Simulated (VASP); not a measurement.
Wanted: the native input for a VASP 6.6.1 run.

- Task: single point
- Functional: PBE
- Potentials or basis: VASP PAW PBE potentials, release 64 (Ga_d, N)
- Cutoff: 600 eV
- k mesh: 1 × 1 × 1
- Occupations: gaussian, width 0.01 eV
- Spin: no spin polarisation
- Dipole correction: no
- Further INCAR settings: LREAL = Auto; ALGO = Normal; EDIFF = 1e-06; NBANDS = 366

The structure of GaN lies in POSCAR:

```
GaN
1.0
    9.5667900000      0.0000000000      0.0000000000
   -4.7833950000      8.2850850000      0.0000000000
    0.0000000000      0.0000000000     10.3847140000
Ga N
36 36
Direct
    0.2319990000      0.1083400000      0.2510630000
    0.1117240000      0.2257140000      0.4941410000
    0.2184310000      0.1128750000      0.7474330000
    0.0977410000      0.2272010000      0.9980330000
    0.2157940000      0.4504800000      0.2446670000
    0.1102470000      0.5556360000      0.5003850000
    0.2280790000      0.4398170000      0.7487210000
    0.1020500000      0.5561530000      0.9927620000
    0.2172320000      0.7790120000      0.2407960000
    0.1117070000      0.8809980000      0.4995040000
    0.2214300000      0.7730150000      0.7501430000
    0.1147580000      0.8881040000      0.9973360000
    0.5505080000      0.1109760000      0.2465640000
    0.4399110000      0.2211410000      0.5019750000
    0.5578350000      0.1096170000      0.7494980000
    0.4429900000      0.2203090000      0.9970200000
    0.5576740000      0.4528000000      0.2441260000
    0.4475370000      0.5594430000      0.5002690000
    0.5587410000      0.4448700000      0.7504150000
    0.4421910000      0.5581490000      1.0049450000
    0.5503960000      0.7732150000      0.2521900000
    0.4469180000      0.8933660000      0.5003510000
    0.5526100000      0.7782860000      0.7477570000
    0.4413560000      0.8925410000      1.0020530000
    0.8920240000      0.1103000000      0.2463830000
    0.7750810000      0.2275310000      0.5000980000
    0.8769290000      0.1104900000      0.7609230000
    0.7723510000      0.2227210000      1.0036950000
    0.8843650000      0.4468210000      0.2505770000
    0.7778120000      0.5538500000      0.5005570000
    0.8842560000      0.4438370000      0.7475190000
    0.7833520000      0.5576840000      1.0076960000
    0.8844490000      0.7802910000      0.2502580000
    0.7794630000      0.8901860000      0.4960630000
    0.8952010000      0.7785370000      0.7521910000
    0.7798990000      0.8922570000      0.9946940000
    0.2204880000      0.1079690000      0.4338190000
    0.1075830000      0.2200800000      0.1868530000
    0.2191140000      0.1122330000      0.9388440000
    0.1113320000      0.2186500000      0.6886960000
    0.2211910000      0.4464630000      0.4239580000
    0.1101330000      0.5543450000      0.1857870000
    0.2150800000      0.4537990000      0.9401770000
    0.1105230000      0.5557220000      0.6818560000
    0.2169620000      0.7846550000      0.4414180000
    0.1083720000      0.8803220000      0.1843820000
    0.2249890000      0.7759720000      0.9407730000
    0.1092090000      0.8952000000      0.6863620000
    0.5458300000      0.1103830000      0.4368680000
    0.4432870000      0.2251020000      0.1823570000
    0.5568050000      0.1195540000      0.9416350000
    0.4475910000      0.2241260000      0.6856650000
    0.5585010000      0.4499560000      0.4462650000
    0.4496180000      0.5622310000      0.1889460000
    0.5546210000      0.4452620000      0.9401610000
    0.4442940000      0.5592970000      0.6887570000
    0.5562430000      0.7709500000      0.4432370000
    0.4403910000      0.8931320000      0.1833780000
    0.5570980000      0.7762310000      0.9346450000
    0.4423190000      0.8865690000      0.6877590000
    0.8897960000      0.1122160000      0.4401910000
    0.7782960000      0.2271140000      0.1910570000
    0.8888620000      0.1167040000      0.9330440000
    0.7725000000      0.2214120000      0.6850870000
    0.8883800000      0.4413820000      0.4399340000
    0.7793310000      0.5558950000      0.1906370000
    0.8954640000      0.4428930000      0.9337410000
    0.7798020000      0.5543720000      0.6873490000
    0.8795260000      0.7766420000      0.4355100000
    0.7755650000      0.8929020000      0.1875740000
    0.8934480000      0.7782300000      0.9341970000
    0.7803450000      0.8903350000      0.6929170000
```

These files were run (other wordings do the same):

INCAR

```
SYSTEM = GaN
PREC = Accurate
ENCUT = 600
EDIFF = 1E-6
ISMEAR = 0
SIGMA = 0.01
LREAL = Auto
LASPH = .TRUE.
NELM = 120
ALGO = Normal
ISIF = 2
LWAVE = .FALSE.
LCHARG = .FALSE.
GGA = PE
NBANDS = 366
GGA_COMPAT = .FALSE.
```

KPOINTS

```
regular mesh
0
G
  1 1 1
  0 0 0
```

Potentials or basis: VASP PAW PBE potentials, release 64 (Ga_d, N).

The run is started by

```console
$ cat potpaw_PBE.64/Ga_d/POTCAR potpaw_PBE.64/N/POTCAR > POTCAR
$ mpirun -np 1 vasp_gam > vasp.out
```

It gave:

```yaml
Pressure: 6.5 GPa
Largest_force: 3.829 eV/Å
Band_gap_on_the_k_mesh: 1.79 eV
```

Caveat: the k points lie up to 0.76 Å⁻¹ apart; an odd mesh through Γ misses points on the zone boundary, where band edges can lie; forces of over 1 eV/Å act on the atoms, so gaps and moduli don't describe the material at rest.

Run time: 19 min on 1 thread of Intel(R) Xeon(R) Platinum 8259CL CPU @ 2.50GHz (Skylake/Cascade Lake), on a shared host, peak memory 1 GiB.
